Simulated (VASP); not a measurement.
Input of a VASP 6.6.1 run:

INCAR

```
PREC = Accurate
ENCUT = 520
EDIFF = 1E-7
ISMEAR = -1
SIGMA = 0.05
LREAL = F
LASPH = T
NELM = 60
ALGO = Normal
ISIF = 2
LWAVE = F
LCHARG = F
GGA = CA
NBANDS = 16
```

Contents of KPOINTS:

```
regular mesh
0
Gamma
  7 7 5
```

File POSCAR:

```
CdS
1.0
    4.2325702724      0.0000000000      0.0000000000
   -2.1162851362      3.6655133792      0.0000000000
    0.0000000000      0.0000000000      5.7652175854
Cd S
1 1
Direct
    0.0000000000      0.0000000000      0.4426919200
    0.6666666667      0.3333333333      0.4343080800
```

Potentials or basis: VASP PAW LDA potentials, release 64 (Cd, S).

Command:

```sh
$ cat potpaw_LDA.64/Cd/POTCAR potpaw_LDA.64/S/POTCAR > POTCAR
$ mpirun -np 1 vasp_std > vasp.out
```

Question: What does it give for the largest force?

Answer: 0.019 eV/Å.

Question: What does it give for the band gap on the k mesh?

Answer: 1.32 eV.

Stress tensor (GPa, compression positive):
```
-2.59  0.00  0.00
 0.00 -2.59  0.00
 0.00  0.00 -0.12
```

Caveat: an odd mesh through Γ misses points on the zone boundary, where band edges can lie.
